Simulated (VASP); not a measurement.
# Zn2GeN (P-6m2) in VASP: density of states with PBE

Aim: the density of states of Zn2GeN with PBE.

Everything below comes from runs of VASP 6.6.1. Logs are shortened: lines on timing, memory, paths and dates and some standing lists are left out, and cuts for length are marked.

## 1. The cell of the first run

The structure is hexagonal, space group P-6m2 (No. 187). Conventional cell: a = 4.025 Å, b = 4.025 Å, c = 5.065 Å, α = 90.00°, β = 90.00°, γ = 120.00°. Zn (site symmetry -6m2) has 3 Zn at 2.32 Å and 3 N at 2.32 Å within 3.1 Å. Within 3.1 Å of Zn (site symmetry -6m2) lie 3 Zn at 2.32 Å and 3 N at 2.32 Å and 2 Ge at 2.53 Å. Ge (site symmetry -6m2) has 2 Zn at 2.53 Å within 3.3 Å. Within 3.1 Å of N (site symmetry -6m2) lie 6 Zn at 2.32 Å.

## 2. Density of states, PBE

The input, POSCAR:

```
Zn2GeN
1.0
    4.0249483700      0.0000000000      0.0000000000
   -2.0124741850      3.4857075373      0.0000000000
    0.0000000000      0.0000000000      5.0654768656
Zn Ge N
2 1 1
Direct
    0.6666666667      0.3333333333      0.5000000000
    0.3333333333      0.6666666667      0.5000000000
    0.3333333333      0.6666666667      0.0000000000
    0.0000000000      0.0000000000      0.5000000000
```

The input, INCAR.step1:

```
SYSTEM = Zn2GeN
PREC = Accurate
ENCUT = 520
EDIFF = 1E-7
ISMEAR = 0
SIGMA = 0.1
LREAL = .False.
LASPH = .True.
NELM = 60
ALGO = Normal
ISIF = 2
LWAVE = .False.
LCHARG = .True.
GGA = PE
NBANDS = 30
```

The input, KPOINTS.step1:

```
regular mesh
0
Gamma
  12 12 10
  0 0 0
```

The input, INCAR.step2:

```
SYSTEM = Zn2GeN
PREC = Accurate
ENCUT = 520
EDIFF = 1E-7
ISMEAR = -5
SIGMA = 0.1
LREAL = .False.
LASPH = .True.
NELM = 60
ALGO = Normal
ISIF = 2
LWAVE = .False.
LCHARG = .False.
GGA = PE
LORBIT = 11
NBANDS = 30
NEDOS = 2001
ICHARG = 11
```

The input, KPOINTS.step2:

```
regular mesh
0
Gamma
  18 18 15
  0 0 0
```

Potentials or basis: VASP PAW PBE potentials, release 64 (Zn, Ge_d, N).

Run with:

```sh
$ cat potpaw_PBE.64/Zn/POTCAR potpaw_PBE.64/Ge_d/POTCAR potpaw_PBE.64/N/POTCAR > POTCAR
$ cp INCAR.step1 INCAR
$ cp KPOINTS.step1 KPOINTS
$ mpirun -np 1 vasp_std > vasp.out
$ cp INCAR.step2 INCAR
$ cp KPOINTS.step2 KPOINTS
$ mpirun -np 1 vasp_std > vasp.out
```

OUTCAR:

```text
SYSTEM = Zn2GeN
   PREC = Accurate
   ENCUT = 520
   EDIFF = 1E-7
   ISMEAR = -5
   LREAL = .False.
   LASPH = .True.
   NELM = 60
   ISIF = 2
   GGA = PE
   LORBIT = 11
   ICHARG = 11

 ion  position               nearest neighbor table
   1  0.667  0.333  0.500-   2 2.32   4 2.32   2 2.32   4 2.32   4 2.32   2 2.32
   2  0.333  0.667  0.500-   1 2.32   4 2.32   1 2.32   4 2.32   4 2.32   1 2.32   3 2.53   3 2.53

   3  0.333  0.667  0.000-   2 2.53   2 2.53
   4  0.000  0.000  0.500-   1 2.32   2 2.32   2 2.32   1 2.32   1 2.32   2 2.32

  LATTYP: Found a hexagonal cell.
 ALAT       =     4.0249483700
 C/A-ratio  =     1.2585197125

  Lattice vectors:

 A1 = (   4.0249483700,   0.0000000000,   0.0000000000)
 A2 = (  -2.0124741850,   3.4857075373,   0.0000000000)
 A3 = (   0.0000000000,   0.0000000000,   5.0654768656)

Analysis of symmetry for initial positions (statically):
=====================================================================
 Subroutine PRICEL returns:
 Original cell was already a primitive cell.

 Routine SETGRP: Setting up the symmetry group for a
 hexagonal supercell.

 Subroutine GETGRP returns: Found 12 space group operations
 (whereof 12 operations were pure point group operations)
 out of a pool of 24 trial point group operations.

The static configuration has the point symmetry D_3h.

Analysis of symmetry for dynamics (positions and initial velocities):
=====================================================================
 Subroutine PRICEL returns:
 Original cell was already a primitive cell.

 Routine SETGRP: Setting up the symmetry group for a
 hexagonal supercell.

 Subroutine GETGRP returns: Found 12 space group operations
 (whereof 12 operations were pure point group operations)
 out of a pool of 24 trial point group operations.

The dynamic configuration has the point symmetry D_3h.

 Subroutine INISYM returns: Found 12 space group operations
 (whereof 12 operations are pure point group operations),
 and found     1 'primitive' translations

----------------------------------------------------------------------------------------

                                     Primitive cell

  volume of cell :      71.0676

  direct lattice vectors                    reciprocal lattice vectors
     4.024948370  0.000000000  0.000000000     0.248450392  0.143442901  0.000000000
    -2.012474185  3.485707537  0.000000000     0.000000000  0.286885801  0.000000000
     0.000000000  0.000000000  5.065476866     0.000000000  0.000000000  0.197414780

[... 94 lines left out ...]
   NFREE  =      0    steps in history (QN), initial steepest desc. (CG)
   ISIF   =      2    stress and relaxation
   ISYM   =      2    0-nonsym 1-usesym 2-fastsym
   POTIM  = 0.5000    time-step for ionic-motion
   TEBEG  =    0.0;   TEEND  =   0.0 temperature during run
   PSTRESS=    0.0 pullay stress
   NELECT =      43.0000    total number of electrons
   NUPDOWN=      -1.0000    fix difference up-down
   EMIN   =  10.00;   EMAX   =-10.00  energy-range for DOS
   EFERMI =   0.00;   METHOD = LEGACY
   ISMEAR =    -5;   SIGMA  =   0.10  broadening in eV -4-tet -1-fermi 0-gaus
   EFERMI_NEDOS =   21; number of points for ismear=-14 and -15
   IALGO  =     38    algorithm
   IMIX   =      4    mixing-type and parameters
     AMIX     =   0.40;   BMIX     =  1.00
     AMIX_MAG =   1.60;   BMIX_MAG =  1.00
  volume/ion in A,a.u.               =      17.77       119.90
  Fermi-wavevector in a.u.,A,eV,Ry     =   1.384651  2.616612 26.085899  1.917260
  Thomas-Fermi vector in A             =   2.509136
   LORBIT       =     11    0 simple, 1 ext, 2 COOP (PROOUT), +10 PAW based schemes
   GGA     = PE    functional components
   LHFCALC =     F    Hartree Fock is set to
   AEXX    =    0.0000 exact exchange contribution
   IVDW    =     0    specifies the selected vdW correction
   LEPSILON=     F    determine dielectric tensor
   LRPA    =     F    only Hartree local field effects (RPA)
 non-spin polarized calculation
 Fermi weights with tetrahedron method with Bloechl corrections
  energy-cutoff  :      520.00
  volume of cell :       71.07
 maximum number of plane-waves:      1938
 NGX is ok and might be reduce to    30

 number of electron      43.0000051 magnetization

 Free energy of the ion-electron system (eV)
  ---------------------------------------------------
  ext. energy  EPLUGINS =         0.00000000
  ---------------------------------------------------
  free energy    TOTEN  =       -10.82064139 eV

  energy without entropy =      -10.82064139  energy(sigma->0) =      -10.82064139

 E-fermi :   2.7106     XC(G=0): -10.1712

 val. band max:        2.7318953392   @ k =   0.3333   0.3333   0.2667
 cond. band min:       2.6528114437   @ k =   0.3333   0.3333   0.2000
 fundamental gap:     -0.0790838956
 Fermi energy:         2.7106344931

 k-point     1 :       0.0000    0.0000    0.0000
  band No.  band energies     occupation
      1     -22.3721      2.00000
      2     -22.3721      2.00000
      3     -22.2761      2.00000
      4     -22.2761      2.00000
      5     -22.2696      2.00000
      6     -11.6619      2.00000
[... 781 lines left out ...]
     29      11.6626      0.00000
     30      13.9046      0.00000

 [... further k-points ...]
[... 5 lines left out ...]
  --------------------------------------------------------------------------------------
  -------------------------------------------------------------------------------------
  Total        0.2136197      0.2136197      0.0413193      0.0000000      0.0000000      0.0000000
  in kB        4.8159309      4.8159309      0.9315187      0.0000000      0.0000000      0.0000000
  external PRESSURE =       3.5211269 kB  Pullay stress =       0.0000000 kB

 VOLUME and BASIS-vectors are now :
 -----------------------------------------------------------------------------
  energy-cutoff  :      520.00
  volume of cell :       71.07
      direct lattice vectors                 reciprocal lattice vectors
     4.024948370  0.000000000  0.000000000     0.248450392  0.143442901  0.000000000
    -2.012474185  3.485707537  0.000000000     0.000000000  0.286885801  0.000000000
     0.000000000  0.000000000  5.065476866     0.000000000  0.000000000  0.197414780

 POSITION                                       TOTAL-FORCE (eV/Angst)
 -----------------------------------------------------------------------------------
      2.01247      1.16190      2.53274         0.000000     -0.000000      0.000000
     -0.00000      2.32381      2.53274         0.000000      0.000000      0.000000
     -0.00000      2.32381      0.00000        -0.000000      0.000000      0.000000
      0.00000      0.00000      2.53274         0.000000      0.000000      0.000000
 -----------------------------------------------------------------------------------
    total drift:                                0.008447     -0.004877     -0.000000

  FREE ENERGIE OF THE ION-ELECTRON SYSTEM (eV)
  ---------------------------------------------------
  free  energy   TOTEN  =       -10.8206413879 eV

  energy  without entropy=      -10.8206413879  energy(sigma->0) =      -10.82064139

 total charge

# of ion       s       p       d       tot
------------------------------------------
    1        0.583   0.404   9.779  10.767
    2        0.609   0.532   9.770  10.912
    3        1.294   0.814   9.978  12.086
    4        1.339   2.116   0.000   3.455
--------------------------------------------------
tot          3.826   3.866  29.527  37.220
```

OUTCAR.step1:

```text
SYSTEM = Zn2GeN
   PREC = Accurate
   ENCUT = 520
   EDIFF = 1E-7
   ISMEAR = 0
   LREAL = .False.
[... 1024 lines left out ...]
     -0.00000      2.32381      2.53274         0.000000      0.000000      0.000000
     -0.00000      2.32381      0.00000         0.000000     -0.000000      0.000000
      0.00000      0.00000      2.53274         0.000000      0.000000      0.000000
 -----------------------------------------------------------------------------------
    total drift:                                0.000000     -0.000000     -0.000000

  FREE ENERGIE OF THE ION-ELECTRON SYSTEM (eV)
  ---------------------------------------------------
  free  energy   TOTEN  =       -10.8261935571 eV

  energy  without entropy=      -10.8165217829  energy(sigma->0) =      -10.82135767
```

OSZICAR.step1:

```text
N       E                     dE             d eps       ncg     rms          rms(c)
DAV:   1     0.341673605171E+03    0.34167E+03   -0.20831E+04  7694   0.289E+03
DAV:   2     0.418068421414E+02   -0.29987E+03   -0.28740E+03  6872   0.622E+02
DAV:   3    -0.106975126284E+02   -0.52504E+02   -0.51563E+02  7690   0.169E+02
DAV:   4    -0.131529754759E+02   -0.24555E+01   -0.24459E+01  7692   0.398E+01
DAV:   5    -0.131928060941E+02   -0.39831E-01   -0.39825E-01  7730   0.559E+00    0.101E+01
DAV:   6    -0.120605407148E+02    0.11323E+01   -0.26989E+01  9946   0.505E+01    0.101E+01
DAV:   7    -0.108514252495E+02    0.12091E+01   -0.89008E+00  8826   0.139E+01    0.421E+00
DAV:   8    -0.108367147477E+02    0.14711E-01   -0.59060E-01  7140   0.517E+00    0.172E+00
DAV:   9    -0.108265186238E+02    0.10196E-01   -0.51172E-02  8156   0.214E+00    0.325E-01
DAV:  10    -0.108262584498E+02    0.26017E-03   -0.12449E-02  7922   0.108E+00    0.173E-01
DAV:  11    -0.108262002965E+02    0.58153E-04   -0.88756E-04  7830   0.651E-01    0.926E-02
DAV:  12    -0.108262026095E+02   -0.23131E-05   -0.29573E-04  8590   0.241E-01    0.254E-02
DAV:  13    -0.108261979655E+02    0.46440E-05   -0.61371E-05  8154   0.134E-01    0.201E-02
DAV:  14    -0.108261939426E+02    0.40230E-05   -0.27224E-05  8322   0.398E-02    0.951E-03
DAV:  15    -0.108261938762E+02    0.66319E-07   -0.55701E-06  7864   0.502E-02    0.388E-03
DAV:  16    -0.108261935252E+02    0.35101E-06   -0.91279E-07  8274   0.179E-02    0.579E-04
DAV:  17    -0.108261935571E+02   -0.31848E-07   -0.17496E-07  5100   0.302E-03
   1 F= -.10826194E+02 E0= -.10821358E+02  d E =-.967177E-02
```

Run time: 15 min. Hardware: 1 thread of Intel Xeon 6975P-C, shared host; peak memory 0.64 GiB.

Results:

```yaml
Valence_electrons_inside_the_program's_atomic_spheres: Zn 10.77, 10.91; Ge 12.09; N 3.46
```

Caveat: tetrahedron occupations give inexact forces and stress in metals.
